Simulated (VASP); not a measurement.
# AlCu3 in VASP: notebook

AlCu3 is run at these levels: PBEsol; tasks: single point.

All numbers are computed with VASP 6.6.1; they aren't measurements. Logs are shortened: lines on timing, memory, paths and dates and some standing lists are left out, and cuts for length are marked.

### Step 1. The cell of the first run

Symmetry: Fm-3m, No. 225, cubic system. Conventional cell: a = 5.953 Å, b = 5.953 Å, c = 5.953 Å, α = 90.00°, β = 90.00°, γ = 90.00°. Al (site symmetry m-3m) has 14 Cu at 2.58 to 2.98 Å within 3.4 Å. Within 3.4 Å of Cu (site symmetry m-3m) lie 8 Cu at 2.58 Å and 6 Al at 2.98 Å. Within 3.4 Å of Cu (site symmetry -43m) lie 4 Al at 2.58 Å and 10 Cu at 2.58 to 2.98 Å.

### Step 2. Single point, PBEsol (13.19 Å³/atom)

INCAR reads:

```
PREC = Accurate ; ENCUT = 520
EDIFF = 1E-6 ; ISMEAR = 0
SIGMA = 0.1 ; LREAL = F
LASPH = T ; NELM = 80
ALGO = Normal ; ISIF = 2
LWAVE = F ; LCHARG = F
GGA = PS ; NBANDS = 26
```

KPOINTS reads:

```
Automatic mesh
0
Gamma
  12 12 12
```

POSCAR reads:

```
AlCu3
1.0
    0.0000000000      2.9765492370      2.9765492370
    2.9765492370      0.0000000000      2.9765492370
    2.9765492370      2.9765492370      0.0000000000
Al Cu
1 3
Direct
    0.0000000000      0.0000000000      0.0000000000
    0.5000000000      0.5000000000      0.5000000000
    0.2500000000      0.2500000000      0.2500000000
    0.7500000000      0.7500000000      0.7500000000
```

Potentials or basis: VASP PAW PBE potentials, release 64 (Al, Cu).

Started as:

```console
> cat potpaw_PBE.64/Al/POTCAR potpaw_PBE.64/Cu/POTCAR > POTCAR
> mpirun -np 1 vasp_std > vasp.out
```

OUTCAR:

```text
PREC = Accurate
   ENCUT = 520
   EDIFF = 1E-6
   ISMEAR = 0
   LREAL = F
   LASPH = T
   NELM = 80
   ISIF = 2
   GGA = PS

 ion  position               nearest neighbor table
   1  0.000  0.000  0.000-   4 2.58   4 2.58   4 2.58   3 2.58   3 2.58   3 2.58   4 2.58   3 2.58
                             2 2.98   2 2.98   2 2.98   2 2.98   2 2.98   2 2.98
   2  0.500  0.500  0.500-   3 2.58   3 2.58   3 2.58   4 2.58   4 2.58   4 2.58   4 2.58   3 2.58
                             1 2.98   1 2.98   1 2.98   1 2.98   1 2.98   1 2.98
   3  0.250  0.250  0.250-   1 2.58   1 2.58   1 2.58   2 2.58   2 2.58   2 2.58   2 2.58   1 2.58

   4  0.750  0.750  0.750-   2 2.58   2 2.58   2 2.58   1 2.58   1 2.58   1 2.58   2 2.58   1 2.58

  LATTYP: Found a face centered cubic cell.
 ALAT       =     5.9530984740

  Lattice vectors:

 A1 = (   0.0000000000,   2.9765492370,   2.9765492370)
 A2 = (   2.9765492370,   0.0000000000,   2.9765492370)
 A3 = (   2.9765492370,   2.9765492370,   0.0000000000)

Analysis of symmetry for initial positions (statically):
=====================================================================
 Subroutine PRICEL returns:
 Original cell was already a primitive cell.

 Routine SETGRP: Setting up the symmetry group for a
 face centered cubic supercell.

 Subroutine GETGRP returns: Found 48 space group operations
 (whereof 48 operations were pure point group operations)
 out of a pool of 48 trial point group operations.

The static configuration has the point symmetry O_h .

Analysis of symmetry for dynamics (positions and initial velocities):
=====================================================================
 Subroutine PRICEL returns:
 Original cell was already a primitive cell.

 Routine SETGRP: Setting up the symmetry group for a
 face centered cubic supercell.

 Subroutine GETGRP returns: Found 48 space group operations
 (whereof 48 operations were pure point group operations)
 out of a pool of 48 trial point group operations.

The dynamic configuration has the point symmetry O_h .

 Subroutine INISYM returns: Found 48 space group operations
 (whereof 48 operations are pure point group operations),
 and found     1 'primitive' translations

----------------------------------------------------------------------------------------

                                     Primitive cell

  volume of cell :      52.7435

  direct lattice vectors                    reciprocal lattice vectors
     0.000000000  2.976549237  2.976549237    -0.167979751  0.167979751  0.167979751
     2.976549237  0.000000000  2.976549237     0.167979751 -0.167979751  0.167979751
     2.976549237  2.976549237  0.000000000     0.167979751  0.167979751 -0.167979751

  length of vectors
     4.209476300  4.209476300  4.209476300     0.290949464  0.290949464  0.290949464

  position of ions in fractional coordinates (direct lattice)
     0.000000000  0.000000000  0.000000000
     0.500000000  0.500000000  0.500000000
     0.250000000  0.250000000  0.250000000
     0.750000000  0.750000000  0.750000000

  ion indices of the primitive-cell ions
   primitive index   ion index
                 1           1
                 2           2
                 3           3
                 4           4

----------------------------------------------------------------------------------------

 KPOINTS: Automatic mesh

Automatic generation of k-mesh.
 Grid dimensions read from file:
 generate k-points for:   12   12   12

 Generating k-lattice:

  Cartesian coordinates                     Fractional coordinates (reciprocal lattice)
    -0.013998313  0.013998313  0.013998313     0.083333333  0.000000000  0.000000000
     0.013998313 -0.013998313  0.013998313     0.000000000  0.083333333  0.000000000
     0.013998313  0.013998313 -0.013998313     0.000000000  0.000000000  0.083333333

  Length of vectors
     0.024245789  0.024245789  0.024245789

  Shift w.r.t. Gamma in fractional coordinates (k-lattice)
     0.000000000  0.000000000  0.000000000

 Subroutine IBZKPT returns following result:
 ===========================================

 Found     72 irreducible k-points:

 Following reciprocal coordinates:
            Coordinates               Weight
  0.000000  0.000000  0.000000      1.000000
  0.083333  0.000000  0.000000      8.000000
  0.166667  0.000000  0.000000      8.000000
  0.250000  0.000000  0.000000      8.000000
  0.333333  0.000000  0.000000      8.000000
  0.416667  0.000000  0.000000      8.000000
[... 16 lines left out ...]
  0.500000  0.166667  0.000000     24.000000
 -0.416667  0.166667  0.000000     24.000000
 [... further k-points ...]
   k-points           NKPTS =     72   k-points in BZ     NKDIM =     72   number of bands    NBANDS=     26
   number of dos      NEDOS =    301   number of ions     NIONS =      4
   total plane-waves  NPLWV =  32768
   dimension x,y,z NGX =    32 NGY =   32 NGZ =   32
   dimension x,y,z NGXF=    64 NGYF=   64 NGZF=   64
   ions per type =               1   3
   NGX,Y,Z   is equivalent  to a cutoff of  12.64, 12.64, 12.64 a.u.
   NGXF,Y,Z  is equivalent  to a cutoff of  25.28, 25.28, 25.28 a.u.
 SYSTEM =  unknown system
   PREC   = accura    normal or accurate (medium, high low for compatibility)
   ISTART =      0    job   : 0-new  1-cont  2-samecut
   ICHARG =      2    charge: 1-file 2-atom 10-const
   ISPIN  =      1    spin polarized calculation?
   LNONCOLLINEAR =      F non collinear calculations
   LSORBIT =      F    spin-orbit coupling
   LASPH  =      T    aspherical Exc in radial PAW
   ENCUT  =  520.0 eV  38.22 Ry    6.18 a.u.   7.83  7.83  7.83*2*pi/ulx,y,z
   NELM   =     80;   NELMIN=  2; NELMDL= -5     # of ELM steps
   EDIFF  = 0.1E-05   stopping-criterion for ELM
   LREAL  =      F    real-space projection
   EDIFFG = 0.1E-04   stopping-criterion for IOM
   NSW    =      0    number of steps for IOM
   IBRION =     -1    ionic relax: 0-MD 1-quasi-New 2-CG
   NFREE  =      0    steps in history (QN), initial steepest desc. (CG)
   ISIF   =      2    stress and relaxation
   ISYM   =      2    0-nonsym 1-usesym 2-fastsym
   POTIM  = 0.5000    time-step for ionic-motion
   TEBEG  =    0.0;   TEEND  =   0.0 temperature during run
   PSTRESS=    0.0 pullay stress
   NELECT =      36.0000    total number of electrons
   NUPDOWN=      -1.0000    fix difference up-down
   EMIN   =  10.00;   EMAX   =-10.00  energy-range for DOS
   EFERMI =   0.00;   METHOD = LEGACY
   ISMEAR =     0;   SIGMA  =   0.10  broadening in eV -4-tet -1-fermi 0-gaus
   EFERMI_NEDOS =   21; number of points for ismear=-14 and -15
   IALGO  =     38    algorithm
   IMIX   =      4    mixing-type and parameters
     AMIX     =   0.40;   BMIX     =  1.00
     AMIX_MAG =   1.60;   BMIX_MAG =  1.00
  volume/ion in A,a.u.               =      13.19        88.98
  Fermi-wavevector in a.u.,A,eV,Ry     =   1.441405  2.723860 28.268110  2.077647
  Thomas-Fermi vector in A             =   2.560041
   LORBIT       =      0    0 simple, 1 ext, 2 COOP (PROOUT), +10 PAW based schemes
   GGA     = PS    functional components
   LHFCALC =     F    Hartree Fock is set to
   AEXX    =    0.0000 exact exchange contribution
   IVDW    =     0    specifies the selected vdW correction
   LEPSILON=     F    determine dielectric tensor
   LRPA    =     F    only Hartree local field effects (RPA)
 non-spin polarized calculation
 Gauss-broadening in eV      SIGMA  =   0.10
  energy-cutoff  :      520.00
  volume of cell :       52.74
 maximum number of plane-waves:      1435
   NGX = 15   NGY = 15   NGZ = 15

 number of electron      35.9999995 magnetization

 Free energy of the ion-electron system (eV)
  ---------------------------------------------------
  ext. energy  EPLUGINS =         0.00000000
  ---------------------------------------------------
  free energy    TOTEN  =       -17.55997843 eV

  energy without entropy =      -17.55495326  energy(sigma->0) =      -17.55746584

 E-fermi :   7.4218     XC(G=0): -11.9988

 val. band max:        7.4071502436   @ k =  -0.1667   0.1667   0.0000
 cond. band min:       7.4819814031   @ k =  -0.1667   0.1667   0.0000
 fundamental gap:      0.0748311595
 Fermi energy:         7.4217745418

 k-point     1 :       0.0000    0.0000    0.0000
  band No.  band energies     occupation
      1      -2.5003      2.00000
      2       3.1886      2.00000
      3       3.1886      2.00000
      4       3.2304      2.00000
      5       3.2304      2.00000
      6       3.2304      2.00000
[... 18 lines left out ...]
     25      13.9313      0.00000
     26      13.9313      0.00000

 k-point     2 :       0.0833    0.0000    0.0000
  band No.  band energies     occupation
      1      -2.4100      2.00000
      2       3.1523      2.00000
      3       3.1523      2.00000
      4       3.1919      2.00000
      5       3.3034      2.00000
      6       3.3034      2.00000
[... 18 lines left out ...]
     25      13.6620      0.00000
     26      13.6621      0.00000

 k-point     3 :       0.1667    0.0000    0.0000
  band No.  band energies     occupation
      1      -2.1408      2.00000
      2       3.0774      2.00000
      3       3.1404      2.00000
      4       3.1404      2.00000
      5       3.4192      2.00000
      6       3.4192      2.00000
[... 18 lines left out ...]
     25      13.5510      0.00000
     26      13.8769      0.00000

 k-point     4 :       0.2500    0.0000    0.0000
  band No.  band energies     occupation
      1      -1.6987      2.00000
      2       2.8307      2.00000
      3       3.1653      2.00000
      4       3.1653      2.00000
      5       3.5430      2.00000
      6       3.5430      2.00000
[... 18 lines left out ...]
     25      14.2791      0.00000
     26      14.7723      0.00000
[... 496 lines left out ...]
      1      -0.5705      2.00000
      2       2.1127      2.00000
      3       3.0661      2.00000
      4       3.4291      2.00000
      5       3.4690      2.00000
      6       3.6433      2.00000
[... 18 lines left out ...]
     25      17.5206      0.00000
     26      18.0873      0.00000

 k-point    23 :       0.5000    0.1667    0.0000
  band No.  band energies     occupation
      1       0.1668      2.00000
      2       1.4133      2.00000
      3       3.0202      2.00000
      4       3.4353      2.00000
      5       3.4590      2.00000
      6       3.6853      2.00000
[... 18 lines left out ...]
     25      17.5080      0.00000
     26      18.5389      0.00000

 k-point    24 :      -0.4167    0.1667    0.0000
  band No.  band energies     occupation
      1       0.3900      2.00000
      2       1.1976      2.00000
      3       3.0364      2.00000
      4       3.3785      2.00000
      5       3.4450      2.00000
      6       3.7104      2.00000
[... 18 lines left out ...]
     25      16.1880      0.00000
     26      17.0827      0.00000

 [... further k-points ...]

------------------------ aborting loop because EDIFF is reached ----------------------------------------

  FORCE on cell =-STRESS in cart. coord.  units (eV):
  Direction    XX          YY          ZZ          XY          YZ          ZX
  --------------------------------------------------------------------------------------
  -------------------------------------------------------------------------------------
  Total       -3.4937555     -3.4937555     -3.4937555     -0.0000000     -0.0000000      0.0000000
  in kB     -106.1289545   -106.1289545   -106.1289545     -0.0000000     -0.0000000      0.0000000
  external PRESSURE =    -106.1289545 kB  Pullay stress =       0.0000000 kB

 VOLUME and BASIS-vectors are now :
 -----------------------------------------------------------------------------
  energy-cutoff  :      520.00
  volume of cell :       52.74
      direct lattice vectors                 reciprocal lattice vectors
     0.000000000  2.976549237  2.976549237    -0.167979751  0.167979751  0.167979751
     2.976549237  0.000000000  2.976549237     0.167979751 -0.167979751  0.167979751
     2.976549237  2.976549237  0.000000000     0.167979751  0.167979751 -0.167979751

 POSITION                                       TOTAL-FORCE (eV/Angst)
 -----------------------------------------------------------------------------------
      0.00000      0.00000      0.00000        -0.000000     -0.000000     -0.000000
      2.97655      2.97655      2.97655        -0.000000     -0.000000     -0.000000
      1.48827      1.48827      1.48827         0.000000     -0.000000      0.000000
      4.46482      4.46482      4.46482         0.000000      0.000000     -0.000000
 -----------------------------------------------------------------------------------
    total drift:                               -0.000000     -0.000000      0.000000

  FREE ENERGIE OF THE ION-ELECTRON SYSTEM (eV)
  ---------------------------------------------------
  free  energy   TOTEN  =       -17.5599784277 eV

  energy  without entropy=      -17.5549532578  energy(sigma->0) =      -17.55746584
```

Wall time 2.4 min (1 thread of Intel Xeon 8259CL, shared host); peak memory 0.22 GiB.

Results:

- Free energy: -17.5600 eV
- Pressure: -10.6 GPa
- Band gap on the k mesh: zero (bands 18 and 19 overlap by 5.53 eV)

Caveat: the cell stands under tension; the PAW data sets were made with another functional, which shifts forces and pressure a little.

(Continued in part 2 of 2.)
